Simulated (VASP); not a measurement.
Input of a VASP 6.6.1 run:

The input INCAR:

```
SYSTEM = Zn2CdSe3
  ALGO = Normal
  EDIFF = 1E-7
  ENCUT = 520
  GGA = PE
  ISIF = 2
  ISMEAR = 0
  LASPH = .TRUE.
  LCHARG = .FALSE.
  LREAL = .FALSE.
  LWAVE = .FALSE.
  NBANDS = 36
  NELM = 80
  PREC = Accurate
  SIGMA = 0.1
```

KPOINTS

```
k-points
0
G
  6 6 12
  0 0 0
```

File POSCAR:

```
Zn2CdSe3
1.0
    7.5603139069      0.0000000000      0.0000000000
   -3.7801569534      6.5474239040      0.0000000000
    0.0000000000      0.0000000000      3.0251454634
Zn Cd Se
2 1 3
Direct
    0.6666666667      0.3333333333      0.5000000000
    0.3333333333      0.6666666667      0.5000000000
    0.0000000000      0.0000000000      0.5000000000
    0.0000000000      0.5000000000      0.0000000000
    0.5000000000      0.5000000000      0.0000000000
    0.5000000000      0.0000000000      0.0000000000
```

Potentials or basis: VASP PAW PBE potentials, release 64 (Zn, Cd, Se).

Run with:

```sh
$ cat potpaw_PBE.64/Zn/POTCAR potpaw_PBE.64/Cd/POTCAR potpaw_PBE.64/Se/POTCAR > POTCAR
$ mpirun -np 1 vasp_std > vasp.out
```

**Question.** What does it give for the pressure?

**Answer.** 0.1 GPa.

**Question.** Estimate the band gap on the k mesh.

**Answer.** Zero (bands 27 and 28 overlap by 2.53 eV).
